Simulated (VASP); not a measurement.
# C (P6_3/mmc) in VASP: a series of runs

The runs below take C through single point, with PBEsol, PBE.

Everything below comes from runs of VASP 6.6.1. Logs are shortened: lines on timing, memory, paths and dates and some standing lists are left out, and cuts for length are marked.

## (1) The cell of the first run

Symmetry: P6_3/mmc, No. 194, hexagonal system. The conventional cell has a = 2.130 Å, b = 2.130 Å, c = 3.541 Å, α = 90.00°, β = 90.00°, γ = 120.00°. C (site symmetry -6m2) has 12 C at 2.13 to 2.16 Å within 2.8 Å.

## (2) Single point, PBEsol

INCAR

```
PREC = Accurate
ENCUT = 520
EDIFF = 1E-6
ISMEAR = -1
SIGMA = 0.03
LREAL = False
LASPH = True
NELM = 100
ALGO = Normal
ISIF = 2
LWAVE = False
LCHARG = False
GGA = PS
NBANDS = 11
```

KPOINTS

```
Automatic mesh
0
Gamma
  17 17 9
```

POSCAR

```
C
1.0
    2.1302003983      0.0000000000      0.0000000000
   -1.0651001991      1.8448076601      0.0000000000
    0.0000000000      0.0000000000      3.5414822596
C
2
Direct
    0.3333333333      0.6666666667      0.2500000000
    0.6666666667      0.3333333333      0.7500000000
```

Potentials or basis: VASP PAW PBE potentials, release 64 (C).

Launch:

```
cat potpaw_PBE.64/C/POTCAR > POTCAR
mpirun -np 1 vasp_std > vasp.out
```

OUTCAR:

```text
PREC = Accurate
   ENCUT = 520
   EDIFF = 1E-6
   ISMEAR = -1
   LREAL = False
   LASPH = True
   NELM = 100
   ISIF = 2
   GGA = PS

 ion  position               nearest neighbor table
   1  0.333  0.667  0.250-
   2  0.667  0.333  0.750-

  LATTYP: Found a hexagonal cell.
 ALAT       =     2.1302003983
 C/A-ratio  =     1.6625113123

  Lattice vectors:

 A1 = (   2.1302003983,   0.0000000000,   0.0000000000)
 A2 = (  -1.0651001991,   1.8448076601,   0.0000000000)
 A3 = (   0.0000000000,   0.0000000000,   3.5414822596)

Analysis of symmetry for initial positions (statically):
=====================================================================
 Subroutine PRICEL returns:
 Original cell was already a primitive cell.

 Routine SETGRP: Setting up the symmetry group for a
 hexagonal supercell.

 Subroutine GETGRP returns: Found 24 space group operations
 (whereof 12 operations were pure point group operations)
 out of a pool of 24 trial point group operations.

The static configuration has the point symmetry D_3d.
 The point group associated with its full space group is D_6h.

Analysis of symmetry for dynamics (positions and initial velocities):
=====================================================================
 Subroutine PRICEL returns:
 Original cell was already a primitive cell.

 Routine SETGRP: Setting up the symmetry group for a
 hexagonal supercell.

 Subroutine GETGRP returns: Found 24 space group operations
 (whereof 12 operations were pure point group operations)
 out of a pool of 24 trial point group operations.

The dynamic configuration has the point symmetry D_3d.
 The point group associated with its full space group is D_6h.

 Subroutine INISYM returns: Found 24 space group operations
 (whereof 12 operations are pure point group operations),
 and found     1 'primitive' translations

----------------------------------------------------------------------------------------

                                     Primitive cell

  volume of cell :      13.9174

  direct lattice vectors                    reciprocal lattice vectors
     2.130200398  0.000000000  0.000000000     0.469439401  0.271030965  0.000000000
    -1.065100199  1.844807660  0.000000000     0.000000000  0.542061930  0.000000000
     0.000000000  0.000000000  3.541482260     0.000000000  0.000000000  0.282367643

  length of vectors
     2.130200398  2.130200398  3.541482260     0.542061930  0.542061930  0.282367643

  position of ions in fractional coordinates (direct lattice)
     0.333333333  0.666666667  0.250000000
     0.666666667  0.333333333  0.750000000

  ion indices of the primitive-cell ions
   primitive index   ion index
                 1           1
                 2           2

----------------------------------------------------------------------------------------

 KPOINTS: Automatic mesh

Automatic generation of k-mesh.
 Grid dimensions read from file:
 generate k-points for:   17   17    9

 Generating k-lattice:

  Cartesian coordinates                     Fractional coordinates (reciprocal lattice)
     0.027614082  0.015942998  0.000000000     0.058823529  0.000000000  0.000000000
     0.000000000  0.031885996  0.000000000     0.000000000  0.058823529  0.000000000
     0.000000000  0.000000000  0.031374183     0.000000000  0.000000000  0.111111111

  Length of vectors
     0.031885996  0.031885996  0.031374183

  Shift w.r.t. Gamma in fractional coordinates (k-lattice)
     0.000000000  0.000000000  0.000000000

 Subroutine IBZKPT returns following result:
 ===========================================

 Found    165 irreducible k-points:

 Following reciprocal coordinates:
            Coordinates               Weight
  0.000000  0.000000  0.000000      1.000000
  0.058824 -0.000000  0.000000      6.000000
  0.117647 -0.000000  0.000000      6.000000
  0.176471 -0.000000  0.000000      6.000000
  0.235294 -0.000000  0.000000      6.000000
  0.294118  0.000000  0.000000      6.000000
[... 16 lines left out ...]
  0.411765  0.117647  0.000000     12.000000
  0.176471  0.176471  0.000000      6.000000
 [... further k-points ...]
   k-points           NKPTS =    165   k-points in BZ     NKDIM =    165   number of bands    NBANDS=     11
   number of dos      NEDOS =    301   number of ions     NIONS =      2
   total plane-waves  NPLWV =   7168
   dimension x,y,z NGX =    16 NGY =   16 NGZ =   28
   dimension x,y,z NGXF=    32 NGYF=   32 NGZF=   56
   ions per type =               2
   NGX,Y,Z   is equivalent  to a cutoff of  12.49, 12.49, 13.14 a.u.
   NGXF,Y,Z  is equivalent  to a cutoff of  24.97, 24.97, 26.29 a.u.
 SYSTEM =  unknown system
   PREC   = accura    normal or accurate (medium, high low for compatibility)
   ISTART =      0    job   : 0-new  1-cont  2-samecut
   ICHARG =      2    charge: 1-file 2-atom 10-const
   ISPIN  =      1    spin polarized calculation?
   LNONCOLLINEAR =      F non collinear calculations
   LSORBIT =      F    spin-orbit coupling
   LASPH  =      T    aspherical Exc in radial PAW
   ENCUT  =  520.0 eV  38.22 Ry    6.18 a.u.   3.96  3.96  6.58*2*pi/ulx,y,z
   NELM   =    100;   NELMIN=  2; NELMDL= -5     # of ELM steps
   EDIFF  = 0.1E-05   stopping-criterion for ELM
   LREAL  =      F    real-space projection
   EDIFFG = 0.1E-04   stopping-criterion for IOM
   NSW    =      0    number of steps for IOM
   IBRION =     -1    ionic relax: 0-MD 1-quasi-New 2-CG
   NFREE  =      0    steps in history (QN), initial steepest desc. (CG)
   ISIF   =      2    stress and relaxation
   ISYM   =      2    0-nonsym 1-usesym 2-fastsym
   POTIM  = 0.5000    time-step for ionic-motion
   TEBEG  =    0.0;   TEEND  =   0.0 temperature during run
   PSTRESS=    0.0 pullay stress
   NELECT =       8.0000    total number of electrons
   NUPDOWN=      -1.0000    fix difference up-down
   EMIN   =  10.00;   EMAX   =-10.00  energy-range for DOS
   EFERMI =   0.00;   METHOD = LEGACY
   ISMEAR =    -1;   SIGMA  =   0.03  broadening in eV -4-tet -1-fermi 0-gaus
   EFERMI_NEDOS =   21; number of points for ismear=-14 and -15
   IALGO  =     38    algorithm
   IMIX   =      4    mixing-type and parameters
     AMIX     =   0.40;   BMIX     =  1.00
     AMIX_MAG =   1.60;   BMIX_MAG =  1.00
  volume/ion in A,a.u.               =       6.96        46.96
  Fermi-wavevector in a.u.,A,eV,Ry     =   1.361192  2.572279 25.209456  1.852843
  Thomas-Fermi vector in A             =   2.487789
   LORBIT       =      0    0 simple, 1 ext, 2 COOP (PROOUT), +10 PAW based schemes
   GGA     = PS    functional components
   LHFCALC =     F    Hartree Fock is set to
   AEXX    =    0.0000 exact exchange contribution
   IVDW    =     0    specifies the selected vdW correction
   LEPSILON=     F    determine dielectric tensor
   LRPA    =     F    only Hartree local field effects (RPA)
 non-spin polarized calculation
  energy-cutoff  :      520.00
  volume of cell :       13.92
 maximum number of plane-waves:       386
 NGX is ok and might be reduce to    16
   NGX =  7   NGY =  7   NGZ = 13

 number of electron       8.0000000 magnetization

 Free energy of the ion-electron system (eV)
  ---------------------------------------------------
  ext. energy  EPLUGINS =         0.00000000
  ---------------------------------------------------
  free energy    TOTEN  =       -10.55683204 eV

  energy without entropy =      -10.55540966  energy(sigma->0) =      -10.55612085

 E-fermi :   8.1581     XC(G=0): -13.0302

 val. band max:        8.1048695875   @ k =   0.2353   0.2353   0.4444
 cond. band min:       8.1715303836   @ k =   0.2941   0.2941   0.1111
 fundamental gap:      0.0666607961
 Fermi energy:         8.1581408863

 k-point     1 :       0.0000    0.0000    0.0000
  band No.  band energies     occupation
      1     -11.1825      2.00000
      2      -1.6609      2.00000
      3      -1.0166      2.00000
      4      15.0425      0.00000
      5      15.0425      0.00000
      6      16.4205      0.00000
      7      16.7401      0.00000
      8      16.7401      0.00000
      9      33.5739      0.00000
     10      36.9812      0.00000
     11      37.6710      0.00000

 k-point     2 :       0.0588   -0.0000    0.0000
  band No.  band energies     occupation
      1     -11.0542      2.00000
      2      -1.5529      2.00000
      3      -0.8849      2.00000
      4      14.5126      0.00000
      5      14.7968      0.00000
      6      16.3713      0.00000
      7      16.5294      0.00000
      8      16.7284      0.00000
      9      33.5823      0.00000
     10      35.0338      0.00000
     11      38.0580      0.00000

 k-point     3 :       0.1176   -0.0000    0.0000
  band No.  band energies     occupation
      1     -10.6697      2.00000
      2      -1.2294      2.00000
      3      -0.4915      2.00000
      4      13.0773      0.00000
      5      14.1925      0.00000
      6      15.8827      0.00000
      7      16.2044      0.00000
      8      16.6210      0.00000
      9      32.2076      0.00000
     10      34.2765      0.00000
     11      36.6838      0.00000

 k-point     4 :       0.1765   -0.0000    0.0000
  band No.  band energies     occupation
      1     -10.0301      2.00000
      2      -0.6920      2.00000
      3       0.1581      2.00000
      4      11.0327      0.00000
      5      13.4335      0.00000
      6      14.8328      0.00000
      7      15.8629      0.00000
      8      16.3637      0.00000
      9      30.0445      0.00000
     10      33.7138      0.00000
     11      34.5356      0.00000

 k-point     5 :       0.2353   -0.0000    0.0000
  band No.  band energies     occupation
      1      -9.1378      2.00000
      2       0.0559      2.00000
      3       1.0525      2.00000
      4       8.6511      0.00000
      5      12.6618      0.00000
      6      13.4642      0.00000
      7      15.2626      0.00000
      8      15.9994      0.00000
      9      28.1548      0.00000
     10      30.9953      0.00000
     11      34.6750      0.00000
[... 211 lines left out ...]
 k-point    21 :       0.2941    0.1176    0.0000
  band No.  band energies     occupation
      1      -6.2328      2.00000
      2       2.4730      2.00000
      3       3.8308      2.00000
      4       3.9397      2.00000
      5       8.9854      0.00000
      6      10.7678      0.00000
      7      12.9575      0.00000
      8      14.0769      0.00000
      9      26.2604      0.00000
     10      27.8900      0.00000
     11      34.9295      0.00000

 k-point    22 :       0.3529    0.1176    0.0000
  band No.  band energies     occupation
      1      -4.6163      2.00000
      2       1.5690      2.00000
      3       3.7984      2.00000
      4       5.2065      2.00000
      5       8.2257      0.19046
      6       9.3242      0.00000
      7      11.5816      0.00000
      8      13.7728      0.00000
      9      25.1436      0.00000
     10      27.3119      0.00000
     11      35.5039      0.00000

 k-point    23 :       0.4118    0.1176    0.0000
  band No.  band energies     occupation
      1      -2.8021      2.00000
      2      -0.6354      2.00000
      3       5.2613      2.00000
      4       6.3525      2.00000
      5       6.8860      2.00000
      6       8.7427      0.00000
      7      10.4066      0.00000
      8      13.6152      0.00000
      9      24.6032      0.00000
     10      27.0241      0.00000
     11      35.8111      0.00000

 k-point    24 :       0.1765    0.1765    0.0000
  band No.  band energies     occupation
      1      -7.7423      2.00000
      2       1.2225      2.00000
      3       2.4216      2.00000
      4       7.4188      2.00000
      5       8.7344      0.00000
      6      13.1902      0.00000
      7      13.8416      0.00000
      8      14.3154      0.00000
      9      28.0594      0.00000
     10      30.3671      0.00000
     11      32.8841      0.00000

 [... further k-points ...]
[... 5 lines left out ...]
  --------------------------------------------------------------------------------------
  -------------------------------------------------------------------------------------
  Total       -0.6447981     -0.6447981     -0.6445150     -0.0000000     -0.0000000      0.0000000
  in kB      -74.2296977    -74.2296977    -74.1971044     -0.0000000     -0.0000000      0.0000000
  external PRESSURE =     -74.2188333 kB  Pullay stress =       0.0000000 kB

 VOLUME and BASIS-vectors are now :
 -----------------------------------------------------------------------------
  energy-cutoff  :      520.00
  volume of cell :       13.92
      direct lattice vectors                 reciprocal lattice vectors
     2.130200398  0.000000000  0.000000000     0.469439401  0.271030965  0.000000000
    -1.065100199  1.844807660  0.000000000     0.000000000  0.542061930  0.000000000
     0.000000000  0.000000000  3.541482260     0.000000000  0.000000000  0.282367643

 POSITION                                       TOTAL-FORCE (eV/Angst)
 -----------------------------------------------------------------------------------
     -0.00000      1.22987      0.88537        -0.000000      0.000000      0.000000
      1.06510      0.61494      2.65611         0.000000     -0.000000      0.000000
 -----------------------------------------------------------------------------------
    total drift:                               -0.000000      0.000000     -0.000000

  FREE ENERGIE OF THE ION-ELECTRON SYSTEM (eV)
  ---------------------------------------------------
  free  energy   TOTEN  =       -10.5568320352 eV

  energy  without entropy=      -10.5554096615  energy(sigma->0) =      -10.55612085
```

It took 11 s on 1 thread of AMD EPYC 7R13 (Zen 3), shared host; peak memory 0.1 GiB.

What came out:

| Item | Value |
| --- | --- |
| Free energy | -10.5568 eV |
| Pressure | -7.4 GPa |
| Band gap on the k mesh | zero (band 4 reaches 15.09 eV, above the bottom of band 5 at 4.26 eV) |

Caveat: the PAW data sets were made with another functional, which shifts forces and pressure a little.

## (3) Single point, PBE (volume scaled by 0.9405)

INCAR

```
SYSTEM = C
PREC = Accurate
ENCUT = 600
EDIFF = 1E-6
ISMEAR = -1
SIGMA = 0.03
LREAL = .FALSE.
LASPH = .TRUE.
NELM = 120
ALGO = Normal
ISIF = 2
LWAVE = .FALSE.
LCHARG = .FALSE.
GGA = PE
NBANDS = 11
GGA_COMPAT = .FALSE.
```

KPOINTS

```
regular mesh
0
G
  17 17 9
  0 0 0
```

POSCAR

```
C
1.0
    2.0870846382      0.0000000000      0.0000000000
   -1.0435423191      1.8074683166      0.0000000000
    0.0000000000      0.0000000000      3.4698018208
C
2
Direct
    0.3333333333      0.6666666667      0.2500000000
    0.6666666667      0.3333333333      0.7500000000
```

Potentials or basis: VASP PAW PBE potentials, release 64 (C).

Launch:

```
cat potpaw_PBE.64/C/POTCAR > POTCAR
mpirun -np 1 vasp_std > vasp.out
```

It took 36 s on 1 thread of AMD EPYC 7R13, shared host; peak memory 0.1 GiB.

The run converged. Its results:

- Free energy: -9.4551 eV
- Pressure: 10.5 GPa
- Band gap on the k mesh: zero (band 4 reaches 16.33 eV, above the bottom of band 5 at 4.89 eV)

Stress tensor (GPa, compression positive):
```
10.40  0.00  0.00
 0.00 10.40  0.00
 0.00  0.00 10.57
```

Levels at points of the mesh, in eV from the Fermi level:
```csv
k point,band 1,band 2,band 3,band 4,band 5,band 6,band 7,band 8,band 9
"(0.00, 0.00, 0.00)",-20.17,-10.08,-9.75,7.24,7.24,8.71,9.05,9.05,26.55
```

[end of part 1 of 2]
